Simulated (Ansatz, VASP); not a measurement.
**Two plane-wave programs on Si2GeP3**

```
Si Ge P
1.0
     6.17945    0.00000    0.00000
    -3.08973    5.35156    0.00000
     0.00000    0.00000    3.21177
Si Ge P
2 1 3
Direct
  0.33333 0.66667 0.00000
  0.66667 0.33333 0.00000
  0.00000 0.00000 0.00000
  0.50000 0.00000 0.50000
  0.50000 0.50000 0.50000
  0.00000 0.50000 0.50000
```

Change from the starting cell: species swapped into the HfCo3B2 type (P6/mmm, No. 191).

Alike in both runs: functional PBE; k mesh 12 × 12 × 10; occupations gaussian, width 0.1 eV; no spin polarisation.

Ansatz relaxed the structure, and its values are those at the end. VASP's run is a single point on that final structure, the one shown.

|  | VASP | Ansatz |
| --- | --- | --- |
| version | VASP 6.6.1 | Ansatz 0.2.0 |
| potentials or method | VASP PAW PBE potentials, release 64 (Si, Ge_d, P), cutoff 520 eV | scalar-relativistic, plane waves, PAW |
| valence electrons in the cell | 37 | 37 |

VASP gave:

```
gap on the k mesh at the Fermi level (eV) : none
pressure (GPa)                            : -0.1
```

Problem. Estimate Ansatz's values.

Solution. gap on the k mesh at the Fermi level (eV): none; pressure (GPa): 0.0.

A gap of «none» marks a metal or a gap that the smearing closes.
